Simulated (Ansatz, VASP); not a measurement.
Two plane-wave programs on TiAl

The input INCAR:

```
SYSTEM = TiAl
PREC = Accurate
ENCUT = 520
EDIFF = 1E-7
ISMEAR = 0
SIGMA = 0.15
LREAL = .False.
LASPH = .True.
NELM = 60
ALGO = Fast
ISIF = 2
LWAVE = .False.
LCHARG = .True.
LELF = .True.
LVHAR = .True.
NBANDS = 14
```

The input KPOINTS:

```
regular mesh
0
Gamma
  16 16 16
  0 0 0
```

POSCAR

```
TiAl
1.0
    3.2005553853      0.0000000000      0.0000000000
    0.0000000000      3.2005553853      0.0000000000
    0.0000000000      0.0000000000      2.7086300226
Ti Al
1 1
Direct
    0.0000000000      0.0000000000      0.0000000000
    0.5000000000      0.5000000000      0.5000000000
```

Input for Ansatz:

```yaml
crystal:
  lattice:
    - [3.2005553853, 0.0, 0.0]
    - [0.0, 3.2005553853, 0.0]
    - [0.0, 0.0, 2.7086300226]
  atoms:
    - { symbol: Ti, position: [0.0, 0.0, 0.0] }
    - { symbol: Al, position: [0.5, 0.5, 0.5] }
basis:
  ecutwfc: 520.0
kpoints:
  mp_grid: { grid: [16, 16, 16] }
hamiltonian:
  xc: lda
  pseudopotentials: { kind: paw, azcp: { folder: soft_1 } }
scf:
  occupations: { method: gaussian, width: 0.15 }
output:
  forces: true
  stress: true
  eigenvalues: true
```

Alike in both runs: task single point; functional LDA; k mesh 16 × 16 × 16; occupations gaussian, width 0.15 eV; no spin polarisation.

|  | VASP | Ansatz |
| --- | --- | --- |
| version | VASP 6.6.1 | Ansatz 0.2.0 |
| potentials or method | VASP PAW LDA potentials, release 64 (Ti_sv, Al), cutoff 520 eV | scalar-relativistic, plane waves, PAW |
| valence electrons in the cell | 15 | 15 |

```tsv
	VASP	Ansatz	Ansatz less VASP
gap on the k mesh at the Fermi level (eV)	none	none	-
pressure (GPa)	15.5	15.3	-0.19
traceless stress, the component that is largest in VASP (GPa)	1.52	1.53	+0.005
```

Ansatz warns that its potentials were made for another functional, while VASP's fit it. LDA's correlation is that of Perdew and Zunger in VASP and of Perdew and Wang (1992) in Ansatz. A gap of «none» marks a metal or a gap that the smearing closes.
